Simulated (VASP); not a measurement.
A run of VASP 6.6.1 is set up as follows.

The input POSCAR:

```
SiO2
1.0
    4.2750842903      0.0000000000      0.0000000000
    0.0000000000      4.2750842903      0.0000000000
    0.0000000000      0.0000000000      2.7201650018
Si O
2 4
Direct
    0.0000000000      0.0000000000      0.0000000000
    0.5000000000      0.5000000000      0.5000000000
    0.8068390000      0.1931610000      0.5000000000
    0.3068390000      0.3068390000      0.0000000000
    0.1931610000      0.8068390000      0.5000000000
    0.6931610000      0.6931610000      0.0000000000
```

File INCAR.step1:

```
METAGGA = RSCAN ; ISMEAR = 0
SIGMA = 0.03 ; LWAVE = F
LCHARG = F ; NSW = 80
PREC = Accurate ; LASPH = T
LREAL = F ; ALGO = Normal
EDIFF = 1E-7 ; NELM = 120
GGA_COMPAT = F ; IBRION = 2
ISIF = 3 ; EDIFFG = -0.002
NELMIN = 4 ; ENCUT = 840
EFERMI = MIDGAP ; LMIXTAU = T
KPAR = 8 ; POTIM = 0.5
```

The input INCAR.step4:

```
METAGGA = RSCAN ; ISMEAR = 0
SIGMA = 0.03 ; LWAVE = F
LCHARG = F ; PREC = Accurate
LASPH = T ; LREAL = F
ALGO = Normal ; EDIFF = 1E-7
NELM = 120 ; GGA_COMPAT = F
ISIF = 2 ; ENCUT = 840
EFERMI = MIDGAP ; LMIXTAU = T
KPAR = 8
```

The input KPOINTS:

```
Automatic mesh
0
Gamma
  7 7 10
  0 0 0
```

Potentials or basis: VASP PAW PBE potentials, release 64 (Si, O).

The run is started by

```bash
$ cat potpaw_PBE.64/Si/POTCAR potpaw_PBE.64/O/POTCAR > POTCAR
$ cp INCAR.step1 INCAR
$ cp POSCAR.step1 POSCAR
$ mpirun -np 8 vasp_std > vasp.out
$ cp CONTCAR POSCAR
$ mpirun -np 8 vasp_std > vasp.out
$ cp CONTCAR POSCAR
$ mpirun -np 8 vasp_std > vasp.out
$ cp CONTCAR POSCAR
$ cp INCAR.step4 INCAR
$ mpirun -np 8 vasp_std > vasp.out
```

Estimate the space group after relaxing (to 0.1 Å).

P4_2/mnm (No. 136).

Estimate the relaxed volume.

7.77 Å³/atom.

Predict the band gap on the k mesh.

6.48 eV.

Predict the relaxed cell.

a = 4.178 Å, b = 4.178 Å, c = 2.669 Å, α = 90.00°, β = 90.00°, γ = 90.00°.

The path:
| step | energy change (eV) | largest force (eV/Å) | pressure (GPa) | volume (Å³) |
| --- | --- | --- | --- | --- |
| 1 | 0.0000 | 0.3127 | -18.59 | 49.71 |
| 2 | 0.2276 | 1.3784 | 34.54 | 43.11 |
| 3 | -0.1786 | 0.2483 | -0.93 | 46.94 |
| 4 | -0.1787 | 0.2619 | -0.47 | 46.88 |
| 5 | -0.1852 | 0.0415 | -0.07 | 46.64 |
| 6 | -0.1852 | 0.0336 | -0.08 | 46.65 |
| 7 | -0.1860 | 0.0042 | 0.10 | 46.59 |
| 8 | -0.1860 | 0.0001 | 0.08 | 46.60 |
| 9 | -0.1860 | 0.0030 | -0.08 | 46.62 |
| 10 | -0.1860 | 0.0013 | 0.01 | 46.61 |
| 11 | -0.1840 | 0.0015 | -0.06 | 46.61 |
| 12 | -0.1840 | 0.0037 | 0.09 | 46.59 |
| 13 | -0.1840 | 0.0005 | 0.00 | 46.60 |
| 14 | -0.1840 | 0.0006 | 0.00 | 46.60 |

Caveat: the PAW data sets were made with another functional, which shifts forces and pressure a little; an odd mesh through Γ misses points on the zone boundary, where band edges can lie.
